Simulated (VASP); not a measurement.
# Ag2Sn2Au (I4/mmm) in VASP: single point with r2SCAN+D3(BJ)+U

Aim: the single point of Ag2Sn2Au with r2SCAN+D3(BJ)+U.

Program: VASP 6.6.1. These are calculated values, not measurements. Logs are shortened: lines on timing, memory, paths and dates and some standing lists are left out, and cuts for length are marked.

## Step 1: The cell of the first run

The structure is tetragonal, space group I4/mmm (No. 139). The conventional cell has a = 4.465 Å, b = 4.465 Å, c = 11.216 Å, α = 90.00°, β = 90.00°, γ = 90.00°. Au (site symmetry 4/mmm) has 10 Sn at 3.43 to 4.27 Å and 8 Ag at 3.58 Å and 4 Au at 4.47 Å within 4.5 Å. Within 3.5 Å of Sn (site symmetry 4mm) lie 1 Sn at 2.67 Å and 4 Ag at 2.67 Å and 4 Au at 3.43 Å. Ag (site symmetry -4m2) has 4 Sn at 2.67 Å and 4 Ag at 3.16 Å and 4 Au at 3.58 Å within 3.6 Å.

## Step 2: Single point, r2SCAN+D3(BJ)+U

Input file POSCAR:

```
Ag2Sn2Au
1.0
    0.0000000000      4.4653330000      0.0000000000
    4.4653330000      0.0000000000      0.0000000000
    2.2326670000      2.2326670000     -5.6079610000
Au Sn Ag
1 2 2
Direct
    0.0000000000      0.0000000000      0.0000000000
    0.3810000000      0.3810000000      0.2380000000
    0.6190000000      0.6190000000      0.7620000000
    0.7500000000      0.2500000000      0.5000000000
    0.2500000000      0.7500000000      0.5000000000
```

Input file INCAR.step1:

```
SYSTEM = Ag2Sn2Au
PREC = Accurate
ENCUT = 690
ISMEAR = -1
SIGMA = 0.0682
LREAL = .FALSE.
LASPH = .TRUE.
NELM = 200
LMAXMIX = 4
LDAU = .TRUE.
LDAUTYPE = 2
LDAUL = -1 -1 2
LDAUU = 0 0 6
LDAUJ = 0 0 0
NBANDS = 50
GGA = PE
ALGO = Normal
EDIFF = 1E-5
LWAVE = .TRUE.
LCHARG = .FALSE.
GGA_COMPAT = .FALSE.
```

Input file INCAR.step2:

```
SYSTEM = Ag2Sn2Au
PREC = Accurate
ENCUT = 690
EDIFF = 1E-6
ISMEAR = -1
SIGMA = 0.0682
LREAL = .FALSE.
LASPH = .TRUE.
NELM = 200
ALGO = Normal
ISIF = 2
LWAVE = .FALSE.
LCHARG = .FALSE.
LMAXMIX = 4
LDAU = .TRUE.
LDAUTYPE = 2
LDAUL = -1 -1 2
LDAUU = 0 0 6
LDAUJ = 0 0 0
LDAUPRINT = 1
METAGGA = R2SCAN
LMIXTAU = .TRUE.
IVDW = 12
VDW_S6 = 1.0
VDW_S8 = 0.78981345
VDW_A1 = 0.49484001
VDW_A2 = 5.73083694
NBANDS = 50
ISTART = 1
GGA_COMPAT = .FALSE.
```

Input file KPOINTS:

```
regular mesh
0
G
  4 4 4
  0 0 0
```

Potentials or basis: VASP PAW PBE potentials, release 64 (Au_sv_GW, Sn_d, Ag_sv_GW).

Run with:

```bash
> cat potpaw_PBE.64/Au_sv_GW/POTCAR potpaw_PBE.64/Sn_d/POTCAR potpaw_PBE.64/Ag_sv_GW/POTCAR > POTCAR
> cp INCAR.step1 INCAR
> mpirun -np 1 vasp_std > vasp.out
> cp INCAR.step2 INCAR
> mpirun -np 1 vasp_std > vasp.out
```

OUTCAR:

```text
SYSTEM = Ag2Sn2Au
   PREC = Accurate
   ENCUT = 690
   EDIFF = 1E-6
   ISMEAR = -1
   LREAL = .FALSE.
   LASPH = .TRUE.
   NELM = 200
   ISIF = 2
   METAGGA = R2SCAN
   IVDW = 12
   ISTART = 1
 IVDW          = 12

 ion  position               nearest neighbor table
   1  0.000  0.000  0.000-   3 3.43   2 3.43   3 3.43   2 3.43   2 3.43   3 3.43   3 3.43   2 3.43

   2  0.381  0.381  0.238-   3 2.67   5 2.67   4 2.67   4 2.67   5 2.67   1 3.43   1 3.43   1 3.43
                             1 3.43
   3  0.619  0.619  0.762-   2 2.67   4 2.67   5 2.67   4 2.67   5 2.67   1 3.43   1 3.43   1 3.43
                             1 3.43
   4  0.750  0.250  0.500-   2 2.67   3 2.67   3 2.67   2 2.67
   5  0.250  0.750  0.500-   2 2.67   3 2.67   3 2.67   2 2.67

  LATTYP: Found a body centered tetragonal cell.
 ALAT       =     4.4653330000
 C/A-ratio  =     2.5117772851

  Lattice vectors:

 A1 = (  -2.2326670000,   2.2326660000,   5.6079610000)
 A2 = (   2.2326660000,  -2.2326670000,   5.6079610000)
 A3 = (   2.2326670000,   2.2326670000,  -5.6079610000)

Analysis of symmetry for initial positions (statically):
=====================================================================
 Subroutine PRICEL returns:
 Original cell was already a primitive cell.

 Routine SETGRP: Setting up the symmetry group for a
 body centered tetragonal supercell.

 Subroutine GETGRP returns: Found 16 space group operations
 (whereof 16 operations were pure point group operations)
 out of a pool of 16 trial point group operations.

The static configuration has the point symmetry D_4h.

Analysis of symmetry for dynamics (positions and initial velocities):
=====================================================================
 Subroutine PRICEL returns:
 Original cell was already a primitive cell.

 Routine SETGRP: Setting up the symmetry group for a
 body centered tetragonal supercell.

 Subroutine GETGRP returns: Found 16 space group operations
 (whereof 16 operations were pure point group operations)
[... 181 lines left out ...]
  0.0000  0.0000  0.0000 -0.0000  0.8617

spin component  2

  0.8742 -0.0000  0.0000 -0.0000  0.0000
 -0.0000  0.8632 -0.0000  0.0000  0.0000
  0.0000 -0.0000  0.8766 -0.0000  0.0000
 -0.0000  0.0000 -0.0000  0.8632 -0.0000
  0.0000  0.0000  0.0000 -0.0000  0.8617

 occupancies and eigenvectors

  o =  0.8617  v = -0.0000 -0.0001 -0.0000  0.0001  1.0000  0.0000  0.0000  0.0000  0.0000  0.0000      0.0000  0.0000  0.0000  0.0000  0.0000  0.0000  0.0000  0.0000  0.0000  0.0000
  o =  0.8617  v =  0.0000  0.0000  0.0000  0.0000  0.0000 -0.0000 -0.0001 -0.0000  0.0001  1.0000      0.0000  0.0000  0.0000  0.0000  0.0000  0.0000  0.0000  0.0000  0.0000  0.0000
  o =  0.8632  v = -0.0000 -0.7071 -0.0000 -0.7071  0.0000  0.0000  0.0000  0.0000  0.0000  0.0000      0.0000  0.0000  0.0000  0.0000  0.0000  0.0000  0.0000  0.0000  0.0000  0.0000
  o =  0.8632  v =  0.0000  0.0000  0.0000  0.0000  0.0000 -0.0000 -0.7071 -0.0000 -0.7071  0.0000      0.0000  0.0000  0.0000  0.0000  0.0000  0.0000  0.0000  0.0000  0.0000  0.0000
  o =  0.8632  v = -0.0000 -0.7071 -0.0000  0.7071 -0.0001  0.0000  0.0000  0.0000  0.0000  0.0000      0.0000  0.0000  0.0000  0.0000  0.0000  0.0000  0.0000  0.0000  0.0000  0.0000
  o =  0.8632  v =  0.0000  0.0000  0.0000  0.0000  0.0000 -0.0000 -0.7071 -0.0000  0.7071 -0.0001      0.0000  0.0000  0.0000  0.0000  0.0000  0.0000  0.0000  0.0000  0.0000  0.0000
  o =  0.8742  v =  0.0000  0.0000  0.0000  0.0000  0.0000 -1.0000  0.0000  0.0000  0.0000 -0.0000      0.0000  0.0000  0.0000  0.0000  0.0000  0.0000  0.0000  0.0000  0.0000  0.0000
  o =  0.8742  v = -1.0000  0.0000  0.0000  0.0000 -0.0000  0.0000  0.0000  0.0000  0.0000  0.0000      0.0000  0.0000  0.0000  0.0000  0.0000  0.0000  0.0000  0.0000  0.0000  0.0000
  o =  0.8766  v =  0.0000 -0.0000  1.0000 -0.0000  0.0000  0.0000  0.0000  0.0000  0.0000  0.0000      0.0000  0.0000  0.0000  0.0000  0.0000  0.0000  0.0000  0.0000  0.0000  0.0000
  o =  0.8766  v =  0.0000  0.0000  0.0000  0.0000  0.0000  0.0000 -0.0000  1.0000 -0.0000  0.0000      0.0000  0.0000  0.0000  0.0000  0.0000  0.0000  0.0000  0.0000  0.0000  0.0000

 number of electron      84.9999998 magnetization

 Free energy of the ion-electron system (eV)
  ---------------------------------------------------
  ext. energy  EPLUGINS =         0.00000000
  ---------------------------------------------------
  free energy    TOTEN  =      -128.66158323 eV

  energy without entropy =     -128.64945144  energy(sigma->0) =     -128.65551733

 E-fermi :   6.9622     XC(G=0): -11.8446

 val. band max:        6.7148207633   @ k =  -0.2500  -0.2500   0.2500
 cond. band min:       7.1327262382   @ k =   0.5000   0.2500  -0.0000
 fundamental gap:      0.4179054749
 Fermi energy:         6.9621968531

 k-point     1 :       0.0000    0.0000    0.0000
  band No.  band energies     occupation
      1    -100.1286      2.00000
      2     -87.1611      2.00000
      3     -87.1577      2.00000
      4     -50.8646      2.00000
      5     -50.8646      2.00000
      6     -50.8381      2.00000
[... 678 lines left out ...]
     49      12.5370      0.00000
     50      12.5370      0.00000

------------------------ aborting loop because EDIFF is reached ----------------------------------------

 Edisp (eV)   -1.10306

 E8    (eV) :    -0.4005

  FORCE on cell =-STRESS in cart. coord.  units (eV):
  Direction    XX          YY          ZZ          XY          YZ          ZX
  --------------------------------------------------------------------------------------
  -------------------------------------------------------------------------------------
  Total       1.95772     1.95772     4.50993     0.00000    -0.00000    -0.00000
  in kB      28.05097    28.05097    64.62008     0.00000    -0.00001    -0.00001
  external pressure =       40.24 kB  Pullay stress =        0.00 kB

 VOLUME and BASIS-vectors are now :
 -----------------------------------------------------------------------------
  energy-cutoff  :      690.00
  volume of cell :      111.82
      direct lattice vectors                 reciprocal lattice vectors
     0.000000000  4.465333000  0.000000000     0.000000000  0.223947464  0.089158985
     4.465333000  0.000000000  0.000000000     0.223947464  0.000000000  0.089158985
     2.232667000  2.232667000 -5.607961000     0.000000000  0.000000000 -0.178317931

 POSITION                                       TOTAL-FORCE (eV/Angst)
 -----------------------------------------------------------------------------------
      0.00000      0.00000      0.00000         0.000000     -0.000000     -0.000000
      2.23267      2.23267     -1.33469        -0.000000     -0.000000      0.852908
      4.46533      4.46533     -4.27327         0.000000      0.000000     -0.852908
      2.23267      4.46533     -2.80398         0.000000      0.000000      0.000000
      4.46533      2.23267     -2.80398        -0.000000      0.000000     -0.000000
 -----------------------------------------------------------------------------------
    total drift:                                0.000000      0.000000     -0.000000

  FREE ENERGIE OF THE ION-ELECTRON SYSTEM (eV)
  ---------------------------------------------------
  free  energy   TOTEN  =      -129.7646382439 eV

  energy  without entropy=     -129.7525064484  energy(sigma->0) =     -129.75857235
```

It took 3.6 min on 1 thread of Intel Xeon 6975P-C (Granite Rapids), shared host; peak memory 0.4 GiB.

Results:

- Free energy: -129.7646 eV
- Pressure: 4.0 GPa
- Largest force: 0.853 eV/Å
- Band gap on the k mesh: zero (an odd number of electrons rules out a gap without spin polarisation)
- Dispersion energy per atom: -0.221 eV

Forces in eV/Å, atoms in the order of the input:
```
Au   0.000  0.000  0.000
Sn   0.000  0.000  0.853
Sn   0.000  0.000 -0.853
Ag   0.000  0.000  0.000
Ag   0.000  0.000  0.000
```

Eigenvalues of the final occupation matrices:
```tsv
site	spin	trace	eigenvalues
site 4 d	1	4.34	0.86 0.86 0.86 0.87 0.88
site 4 d	2	4.34	0.86 0.86 0.86 0.87 0.88
site 5 d	1	4.34	0.86 0.86 0.86 0.87 0.88
site 5 d	2	4.34	0.86 0.86 0.86 0.87 0.88
```

Caveat: the k points lie up to 0.38 Å⁻¹ apart, too coarse for converged energies and pressures of a metal; the PAW data sets were made with another functional, which shifts forces and pressure a little; spin-orbit coupling is left out, which moves the levels of the heavy elements; U without spin polarisation on a metal has little footing; the U is typed as a test and isn't derived for this compound.

The gap in the log of VASP goes by the Fermi energy; the results here count the filled bands.